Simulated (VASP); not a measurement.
# Ag (P6_3/mmc) in VASP: further runs

Runs on Ag. Level: LDA. Tasks: relaxation of cell and atoms.

All numbers are computed with VASP 6.6.1; they aren't measurements. Logs are shortened: lines on timing, memory, paths and dates and some standing lists are left out, and cuts for length are marked.

## (1) The cell of the first run

It takes space group P6_3/mmc (No. 194, hexagonal). The conventional cell has a = 2.828 Å, b = 2.828 Å, c = 4.634 Å, α = 90.00°, β = 90.00°, γ = 120.00°. Within 3.7 Å of Ag (site symmetry -6m2) lie 12 Ag at 2.83 Å.

This isn't the form of Ag at room conditions, which is fcc.

## (2) Relaxation of cell and atoms, LDA, target pressure 2 GPa, at which the enthalpy is minimised

Contents of INCAR:

```
ALGO = Normal
EDIFF = 1E-6
EDIFFG = -0.002
ENCUT = 600
IBRION = 2
ISIF = 3
ISMEAR = -1
LASPH = True
LCHARG = False
LREAL = False
LWAVE = False
NELM = 80
NSW = 100
PREC = Accurate
PSTRESS = 20.0
SIGMA = 0.1
```

Contents of KPOINTS:

```
k-points
0
Gamma
  18 18 10
```

Contents of POSCAR:

```
Ag
1.0
    2.8277090927      0.0000000000      0.0000000000
   -1.4138545463      2.4488679088      0.0000000000
    0.0000000000      0.0000000000      4.6341114828
Ag
2
Direct
    0.3333333333      0.6666666667      0.2500000000
    0.6666666667      0.3333333333      0.7500000000
```

Potentials or basis: VASP PAW LDA potentials, release 64 (Ag).

Started as:

```sh
$ cat potpaw_LDA.64/Ag/POTCAR > POTCAR
$ mpirun -np 1 vasp_std > vasp.out
```

OUTCAR:

```text
EDIFF = 1E-6
   EDIFFG = -0.002
   ENCUT = 600
   IBRION = 2
   ISIF = 3
   ISMEAR = -1
   LASPH = True
   LREAL = False
   NELM = 80
   NSW = 100
   PREC = Accurate
   PSTRESS = 20.0

 ion  position               nearest neighbor table
   1  0.333  0.667  0.250-   2 2.83   2 2.83   2 2.83   2 2.83   2 2.83   2 2.83
   2  0.667  0.333  0.750-   1 2.83   1 2.83   1 2.83   1 2.83   1 2.83   1 2.83

  LATTYP: Found a hexagonal cell.
 ALAT       =     2.8277090927
 C/A-ratio  =     1.6388218628

  Lattice vectors:

 A1 = (   2.8277090927,   0.0000000000,   0.0000000000)
 A2 = (  -1.4138545463,   2.4488679088,   0.0000000000)
 A3 = (   0.0000000000,   0.0000000000,   4.6341114828)

Analysis of symmetry for initial positions (statically):
=====================================================================
 Subroutine PRICEL returns:
 Original cell was already a primitive cell.

 Routine SETGRP: Setting up the symmetry group for a
 hexagonal supercell.

 Subroutine GETGRP returns: Found 24 space group operations
 (whereof 12 operations were pure point group operations)
 out of a pool of 24 trial point group operations.

The static configuration has the point symmetry D_3d.
 The point group associated with its full space group is D_6h.

Analysis of symmetry for dynamics (positions and initial velocities):
=====================================================================
 Subroutine PRICEL returns:
 Original cell was already a primitive cell.

 Routine SETGRP: Setting up the symmetry group for a
 hexagonal supercell.

 Subroutine GETGRP returns: Found 24 space group operations
 (whereof 12 operations were pure point group operations)
 out of a pool of 24 trial point group operations.

The dynamic configuration has the point symmetry D_3d.
 The point group associated with its full space group is D_6h.

 Subroutine INISYM returns: Found 24 space group operations
 (whereof 12 operations are pure point group operations),
 and found     1 'primitive' translations

----------------------------------------------------------------------------------------

                                     Primitive cell

  volume of cell :      32.0898

  direct lattice vectors                    reciprocal lattice vectors
     2.827709093  0.000000000  0.000000000     0.353643167  0.204175978  0.000000000
    -1.413854546  2.448867909  0.000000000     0.000000000  0.408351956  0.000000000
     0.000000000  0.000000000  4.634111483     0.000000000  0.000000000  0.215791097

  length of vectors
     2.827709093  2.827709093  4.634111483     0.408351956  0.408351956  0.215791097

  position of ions in fractional coordinates (direct lattice)
     0.333333333  0.666666667  0.250000000
     0.666666667  0.333333333  0.750000000

  ion indices of the primitive-cell ions
   primitive index   ion index
                 1           1
                 2           2

----------------------------------------------------------------------------------------

 KPOINTS: k-points

Automatic generation of k-mesh.
 Grid dimensions read from file:
 generate k-points for:   18   18   10

 Generating k-lattice:

  Cartesian coordinates                     Fractional coordinates (reciprocal lattice)
     0.019646843  0.011343110  0.000000000     0.055555556  0.000000000  0.000000000
     0.000000000  0.022686220  0.000000000     0.000000000  0.055555556  0.000000000
     0.000000000  0.000000000  0.021579110     0.000000000  0.000000000  0.100000000

  Length of vectors
     0.022686220  0.022686220  0.021579110

  Shift w.r.t. Gamma in fractional coordinates (k-lattice)
     0.000000000  0.000000000  0.000000000

 Subroutine IBZKPT returns following result:
 ===========================================

 Found    222 irreducible k-points:

 Following reciprocal coordinates:
            Coordinates               Weight
  0.000000  0.000000  0.000000      1.000000
  0.055556  0.000000  0.000000      6.000000
  0.111111  0.000000  0.000000      6.000000
  0.166667  0.000000  0.000000      6.000000
  0.222222  0.000000  0.000000      6.000000
  0.277778 -0.000000  0.000000      6.000000
[... 16 lines left out ...]
  0.333333  0.111111  0.000000     12.000000
  0.388889  0.111111  0.000000     12.000000
 [... further k-points ...]
   k-points           NKPTS =    222   k-points in BZ     NKDIM =    222   number of bands    NBANDS=     15
   number of dos      NEDOS =    301   number of ions     NIONS =      2
   total plane-waves  NPLWV =  23040
   dimension x,y,z NGX =    24 NGY =   24 NGZ =   40
   dimension x,y,z NGXF=    48 NGYF=   48 NGZF=   80
   ions per type =               2
   NGX,Y,Z   is equivalent  to a cutoff of  14.11, 14.11, 14.35 a.u.
   NGXF,Y,Z  is equivalent  to a cutoff of  28.22, 28.22, 28.70 a.u.
 SYSTEM =  unknown system
   PREC   = accura    normal or accurate (medium, high low for compatibility)
   ISTART =      0    job   : 0-new  1-cont  2-samecut
   ICHARG =      2    charge: 1-file 2-atom 10-const
   ISPIN  =      1    spin polarized calculation?
   LNONCOLLINEAR =      F non collinear calculations
   LSORBIT =      F    spin-orbit coupling
   LASPH  =      T    aspherical Exc in radial PAW
   ENCUT  =  600.0 eV  44.10 Ry    6.64 a.u.   5.65  5.65  9.26*2*pi/ulx,y,z
   NELM   =     80;   NELMIN=  2; NELMDL= -5     # of ELM steps
   EDIFF  = 0.1E-05   stopping-criterion for ELM
   LREAL  =      F    real-space projection
   EDIFFG = -.2E-02   stopping-criterion for IOM
   NSW    =    100    number of steps for IOM
   IBRION =      2    ionic relax: 0-MD 1-quasi-New 2-CG
   NFREE  =      1    steps in history (QN), initial steepest desc. (CG)
   ISIF   =      3    stress and relaxation
   ISYM   =      2    0-nonsym 1-usesym 2-fastsym
   POTIM  = 0.5000    time-step for ionic-motion
   TEBEG  =    0.0;   TEEND  =   0.0 temperature during run
   PSTRESS=   20.0 pullay stress
   NELECT =      22.0000    total number of electrons
   NUPDOWN=      -1.0000    fix difference up-down
   EMIN   =  10.00;   EMAX   =-10.00  energy-range for DOS
   EFERMI =   0.00;   METHOD = LEGACY
   ISMEAR =    -1;   SIGMA  =   0.10  broadening in eV -4-tet -1-fermi 0-gaus
   EFERMI_NEDOS =   21; number of points for ismear=-14 and -15
   IALGO  =     38    algorithm
   IMIX   =      4    mixing-type and parameters
     AMIX     =   0.40;   BMIX     =  1.00
     AMIX_MAG =   1.60;   BMIX_MAG =  1.00
  volume/ion in A,a.u.               =      16.04       108.28
  Fermi-wavevector in a.u.,A,eV,Ry     =   1.443534  2.727883 28.351670  2.083789
  Thomas-Fermi vector in A             =   2.561930
   LORBIT       =      0    0 simple, 1 ext, 2 COOP (PROOUT), +10 PAW based schemes
   GGA     = CA    functional components
   LHFCALC =     F    Hartree Fock is set to
   AEXX    =    0.0000 exact exchange contribution
   IVDW    =     0    specifies the selected vdW correction
   LEPSILON=     F    determine dielectric tensor
   LRPA    =     F    only Hartree local field effects (RPA)
 conjugate gradient relaxation of ions
 non-spin polarized calculation
  energy-cutoff  :      600.00
  volume of cell :       32.09
 maximum number of plane-waves:      1099
 NGX is ok and might be reduce to    24
   NGX = 11   NGY = 11   NGZ = 19

--------------------------------------- Ionic step        1  -------------------------------------------

 number of electron      22.0000005 magnetization

 Free energy of the ion-electron system (eV)
  ---------------------------------------------------
  ext. energy  EPLUGINS =         0.00000000
  ---------------------------------------------------
  free energy    TOTEN  =        -7.55819868 eV

  energy without entropy =       -7.53757866  energy(sigma->0) =       -7.54788867

------------------------ aborting loop because EDIFF is reached ----------------------------------------

  FORCE on cell =-STRESS in cart. coord.  units (eV):
  Direction    XX          YY          ZZ          XY          YZ          ZX
  --------------------------------------------------------------------------------------
  -------------------------------------------------------------------------------------
  Total        0.0280362      0.0280362      0.0317222      0.0000000      0.0000000      0.0000000
  in kB        1.3997893      1.3997893      1.5838253      0.0000000      0.0000000      0.0000000
  external PRESSURE =     -18.5388654 kB  Pullay stress =      20.0000000 kB

 VOLUME and BASIS-vectors are now :
 -----------------------------------------------------------------------------
  energy-cutoff  :      600.00
  volume of cell :       32.09
      direct lattice vectors                 reciprocal lattice vectors
     2.827709093  0.000000000  0.000000000     0.353643167  0.204175978  0.000000000
    -1.413854546  2.448867909  0.000000000     0.000000000  0.408351956  0.000000000
     0.000000000  0.000000000  4.634111483     0.000000000  0.000000000  0.215791097
[... 160 lines left out ...]
  FREE ENERGIE OF THE ION-ELECTRON SYSTEM (eV)
  ---------------------------------------------------
  free  energy   TOTEN  =        -7.5555817284 eV

  energy  without entropy=       -7.5349090914  energy(sigma->0) =       -7.54524541

  enthalpy is  TOTEN    =        -7.1600472632 eV   P V=        0.3955344652

--------------------------------------- Ionic step        6  -------------------------------------------

 number of electron      22.0000004 magnetization

 Free energy of the ion-electron system (eV)
  ---------------------------------------------------
  ext. energy  EPLUGINS =         0.00000000
  ---------------------------------------------------
  free energy    TOTEN  =        -7.55550406 eV

  energy without entropy =       -7.53482948  energy(sigma->0) =       -7.54516677

 E-fermi :   9.2173     XC(G=0): -13.0211

 val. band max:        9.2057170908   @ k =   0.1111   0.1111   0.2000
 cond. band min:       9.2196701685   @ k =   0.4444   0.0556   0.3000
 fundamental gap:      0.0139530777
 Fermi energy:         9.2173070282

 k-point     1 :       0.0000    0.0000    0.0000
  band No.  band energies     occupation
      1       0.8396      2.00000
      2       2.3334      2.00000
      3       4.1452      2.00000
      4       4.2693      2.00000
      5       4.2693      2.00000
      6       4.5432      2.00000
      7       4.5432      2.00000
      8       4.9664      2.00000
      9       4.9664      2.00000
     10       6.1219      2.00000
     11       6.1219      2.00000
     12       8.5577      1.99727
     13      13.1660      0.00000
     14      25.1101      0.00000
     15      26.9928      0.00000
[... 397 lines left out ...]
 k-point    24 :       0.3889    0.1111    0.0000
  band No.  band energies     occupation
      1       2.6383      2.00000
      2       2.8784      2.00000
      3       2.9823      2.00000
      4       4.1366      2.00000
      5       4.5134      2.00000
      6       4.7412      2.00000
      7       4.8012      2.00000
      8       6.1052      2.00000
      9       6.2628      2.00000
     10       6.2945      2.00000
     11       8.9031      1.91718
     12      12.2712      0.00000
     13      16.2032      0.00000
     14      16.5546      0.00000
     15      18.6058      0.00000

 [... further k-points ...]

------------------------ aborting loop because EDIFF is reached ----------------------------------------

  FORCE on cell =-STRESS in cart. coord.  units (eV):
  Direction    XX          YY          ZZ          XY          YZ          ZX
  --------------------------------------------------------------------------------------
  -------------------------------------------------------------------------------------
  Total        0.3938101      0.3938101      0.3940307      0.0000000      0.0000000      0.0000000
  in kB       19.9167828     19.9167828     19.9279357      0.0000000      0.0000000      0.0000000
  external PRESSURE =      -0.0794996 kB  Pullay stress =      20.0000000 kB

 VOLUME and BASIS-vectors are now :
 -----------------------------------------------------------------------------
  energy-cutoff  :      600.00
  volume of cell :       31.68
      direct lattice vectors                 reciprocal lattice vectors
     2.815580380  0.000000000  0.000000000     0.355166561  0.205055509 -0.000000000
    -1.407790190  2.438364136 -0.000000000    -0.000000000  0.410111019  0.000000000
     0.000000000  0.000000000  4.614363463    -0.000000000  0.000000000  0.216714615

 POSITION                                       TOTAL-FORCE (eV/Angst)
 -----------------------------------------------------------------------------------
     -0.00000      1.62558      1.15359        -0.000000      0.000000      0.000000
      1.40779      0.81279      3.46077         0.000000     -0.000000     -0.000000
 -----------------------------------------------------------------------------------
    total drift:                               -0.000000      0.000000     -0.000000

  FREE ENERGIE OF THE ION-ELECTRON SYSTEM (eV)
  ---------------------------------------------------
  free  energy   TOTEN  =        -7.5555040569 eV

  energy  without entropy=       -7.5348294764  energy(sigma->0) =       -7.54516677

  enthalpy is  TOTEN    =        -7.1600484792 eV   P V=        0.3954555777

 reached required accuracy - stopping structural energy minimisation
```

Wall time 93 s (1 thread of Intel Xeon 6975P-C (Granite Rapids), shared host); peak memory 0.24 GiB.

Results:

```
Free energy                                                : -7.5555 eV
Relaxed volume                                             : 15.84 Å³/atom
Relaxed cell                                               : a = 2.816 Å, b = 2.816 Å, c = 4.614 Å, α = 90.00°, β = 90.00°, γ = 120.00°
Space group after relaxing (to 0.1 Å)                      : P6_3/mmc (No. 194)
Energy change on relaxing (the run minimises the enthalpy) : +1.3 meV/atom
Ionic steps                                                : 6
Pressure after relaxing                                    : 2.0 GPa
Band gap on the k mesh                                     : zero (bands 11 and 12 overlap by 7.75 eV)
```

Step by step:
```tsv
step	energy change (eV)	largest force (eV/Å)	pressure (GPa)	volume (Å³)
1	0.0000	0.0000	0.15	32.09
2	0.0112	0.0000	4.16	31.24
3	0.0027	0.0000	1.98	31.68
4	0.0028	0.0000	2.04	31.67
5	0.0026	0.0000	1.97	31.69
6	0.0027	0.0000	1.99	31.68
```

Final structure:
```cif
data_structure
_symmetry_space_group_name_H-M 'P 1'
_symmetry_Int_Tables_number 1
_cell_length_a 2.8156
_cell_length_b 2.8156
_cell_length_c 4.6144
_cell_angle_alpha 90.000
_cell_angle_beta 90.000
_cell_angle_gamma 120.000
_cell_volume 31.68
loop_
_atom_site_label
_atom_site_type_symbol
_atom_site_fract_x
_atom_site_fract_y
_atom_site_fract_z
_atom_site_occupancy
Ag1 Ag 0.33333 0.66667 0.25000 1
Ag2 Ag 0.66667 0.33333 0.75000 1
```

Caveat: the cell is relaxed towards a set pressure, so the run minimises the enthalpy, not the energy.

## (3) Relaxation of cell and atoms, LDA, target pressure 4 GPa, at which the enthalpy is minimised

Contents of INCAR:

```
SYSTEM = Ag
PREC     = Accurate       ! precision mode
ENCUT    = 600            ! plane-wave cutoff, eV
EDIFF    = 1E-7           ! SCF threshold, eV
ISMEAR   = -1             ! smearing method
SIGMA    = 0.1            ! smearing width, eV
LREAL    = .FALSE.        ! projectors in reciprocal space
LASPH    = .TRUE.         ! aspherical terms in the spheres
NELM     = 60             ! most SCF steps
ALGO     = Normal         ! electronic algorithm
ISIF     = 3              ! what is computed and relaxed
LWAVE    = .FALSE.        ! write WAVECAR
LCHARG   = .FALSE.        ! write CHGCAR
GGA      = CA             ! functional
IBRION   = 2              ! ionic algorithm
NSW      = 100            ! ionic steps
EDIFFG   = -0.002         ! ionic threshold
PSTRESS  = 40.0
```

Contents of KPOINTS:

```
regular mesh
0
G
  18 18 10
  0 0 0
```

POSCAR is that of step 2.

Potentials or basis: VASP PAW LDA potentials, release 64 (Ag).

Started as:

```sh
$ cat potpaw_LDA.64/Ag/POTCAR > POTCAR
$ mpirun -np 1 vasp_std > vasp.out
```

It took 1.9 min on 1 thread of Intel Xeon 6975P-C (Granite Rapids), shared host; peak memory 0.24 GiB.

Results (log left out):

```
Free energy                                                : -7.5478 eV
Relaxed volume                                             : 15.63 Å³/atom
Relaxed cell                                               : a = 2.803 Å, b = 2.803 Å, c = 4.594 Å, α = 90.00°, β = 90.00°, γ = 120.00°
Space group after relaxing (to 0.1 Å)                      : P6_3/mmc (No. 194)
Energy change on relaxing (the run minimises the enthalpy) : +5.2 meV/atom
Ionic steps                                                : 7
Pressure after relaxing                                    : 4.0 GPa
Band gap on the k mesh                                     : zero (bands 11 and 12 overlap by 7.81 eV)
```

The path:
| step | energy change (eV) | largest force (eV/Å) | pressure (GPa) | volume (Å³) |
| --- | --- | --- | --- | --- |
| 1 | 0.0000 | 0.0000 | 0.14 | 32.09 |
| 2 | 0.0487 | 0.0000 | 9.26 | 30.33 |
| 3 | 0.0102 | 0.0000 | 3.96 | 31.27 |
| 4 | 0.0106 | 0.0000 | 4.05 | 31.26 |
| 5 | 0.0102 | 0.0000 | 3.96 | 31.27 |
| 6 | 0.0103 | 0.0000 | 3.98 | 31.27 |
| 7 | 0.0104 | 0.0000 | 4.01 | 31.27 |

Final structure:
```cif
data_structure
_symmetry_space_group_name_H-M 'P 1'
_symmetry_Int_Tables_number 1
_cell_length_a 2.8033
_cell_length_b 2.8033
_cell_length_c 4.5941
_cell_angle_alpha 90.000
_cell_angle_beta 90.000
_cell_angle_gamma 120.000
_cell_volume 31.27
loop_
_atom_site_label
_atom_site_type_symbol
_atom_site_fract_x
_atom_site_fract_y
_atom_site_fract_z
_atom_site_occupancy
Ag1 Ag 0.33333 0.66667 0.25000 1
Ag2 Ag 0.66667 0.33333 0.75000 1
```

Levels at points of the mesh, in eV from the Fermi level:
```csv
k point,band 8,band 9,band 10,band 11,band 12,band 13,band 14,band 15
"(0.00, 0.00, 0.00)",-4.29,-4.29,-3.11,-3.11,-0.70,4.03,15.92,17.82
"(0.50, 0.00, 0.00)",-2.94,-2.88,-2.78,0.11,1.78,7.22,7.49,10.11
"(0.00, 0.00, 0.50)",-4.91,-3.48,-3.48,-3.48,-3.48,11.73,11.73,16.30
"(0.50, 0.00, 0.50)",-3.19,-2.84,-2.84,0.63,0.63,5.11,5.11,14.28
```

Caveat: the cell is relaxed towards a set pressure, so the run minimises the enthalpy, not the energy. LDA usually gives volumes a few per cent too small.

[end of part 1 of 2]
